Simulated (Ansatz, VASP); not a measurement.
Two plane-wave programs on ZnS

Contents of INCAR:

```
SYSTEM = ZnS
  PREC = Accurate
  ENCUT = 500
  EDIFF = 1E-6
  ISMEAR = 0
  SIGMA = 0.05
  LREAL = .FALSE.
  LASPH = .TRUE.
  NELM = 120
  ALGO = Normal
  ISIF = 2
  LWAVE = .FALSE.
  LCHARG = .TRUE.
  GGA = PE
  LELF = .TRUE.
  LVHAR = .TRUE.
  NBANDS = 16
  GGA_COMPAT = .FALSE.
```

File KPOINTS:

```
Automatic mesh
0
G
  6 6 6
  0 0 0
```

File POSCAR:

```
ZnS
1.0
    0.0000000000      2.7020000000      2.7020000000
    2.7020000000      0.0000000000      2.7020000000
    2.7020000000      2.7020000000      0.0000000000
Zn S
1 1
Direct
    0.2500000000      0.2500000000      0.2500000000
    0.0000000000      0.0000000000      0.0000000000
```

Input for Ansatz:

```yaml
crystal:
  lattice:
    - [0.0, 2.702, 2.702]
    - [2.702, 0.0, 2.702]
    - [2.702, 2.702, 0.0]
  atoms:
    - { symbol: Zn, position: [0.25, 0.25, 0.25] }
    - { symbol: S, position: [0.0, 0.0, 0.0] }
basis:
  ecutwfc: 420
  ecutrho_ratio: 4
kpoints:
  mp_grid: { grid: [6, 6, 6] }
hamiltonian:
  xc: pbe
scf:
  occupations: { method: gaussian, width: 0.05 }
output:
  forces: true
  stress: true
  eigenvalues: true
```

Alike in both runs: task single point; functional PBE; k mesh 6 × 6 × 6; occupations gaussian, width 0.05 eV; no spin polarisation.

```csv
,VASP,Ansatz
version,VASP 6.6.1,Ansatz 0.2.0
potentials or method,"VASP PAW PBE potentials, release 64 (Zn, S), cutoff 500 eV","scalar-relativistic, plane waves, PAW"
valence electrons in the cell,18,18
```

VASP gave:

| Item | Value |
| --- | --- |
| gap on the k mesh at the Fermi level (eV) | 2.11 |
| least direct gap on the mesh (eV) | 2.11 |
| pressure (GPa) | 1.8 |

Q: Estimate Ansatz's values.

A: gap on the k mesh at the Fermi level (eV): 2.11; least direct gap on the mesh (eV): 2.11; pressure (GPa): 1.6.

The functional is the same, so the differences come from potentials, cutoffs and numerics.
